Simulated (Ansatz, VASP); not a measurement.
TePb in VASP and in Ansatz

```
Pb Te
1.0
     0.00000    3.22194    3.22194
     3.22194    0.00000    3.22194
     3.22194    3.22194    0.00000
Pb Te
1 1
Cartesian
  0.0000 0.0000 0.0000
  3.2219 3.2219 3.2219
```

Alike in both runs: functional PBEsol; k mesh 6 × 6 × 6; occupations gaussian, width 0.02 eV; no spin polarisation.

Ansatz relaxed the structure, and its values are those at the end. VASP's run is a single point on that final structure, the one shown.

|  | VASP | Ansatz |
| --- | --- | --- |
| version | VASP 6.6.1 | Ansatz 0.2.0 |
| potentials or method | VASP PAW PBE potentials, release 64 (Pb_d, Te), cutoff 500 eV | scalar-relativistic, plane waves, PAW |
| valence electrons in the cell | 20 | 30 |

|  | VASP | Ansatz | Ansatz less VASP |
| --- | --- | --- | --- |
| gap on the k mesh at the Fermi level (eV) | 0.65 | 0.65 | +0.002 |
| least direct gap on the mesh (eV) | 0.65 | 0.65 | +0.002 |
| pressure (GPa) | 0.0 | 0.0 | +0.04 |

VASP's potentials were made for PBE, not for PBEsol, and Ansatz warns of the same on its side. VASP's potentials hold 20 valence electrons a cell and Ansatz's 30, so a difference there can come from the potentials and not from the codes.

Spin-orbit coupling is off throughout.
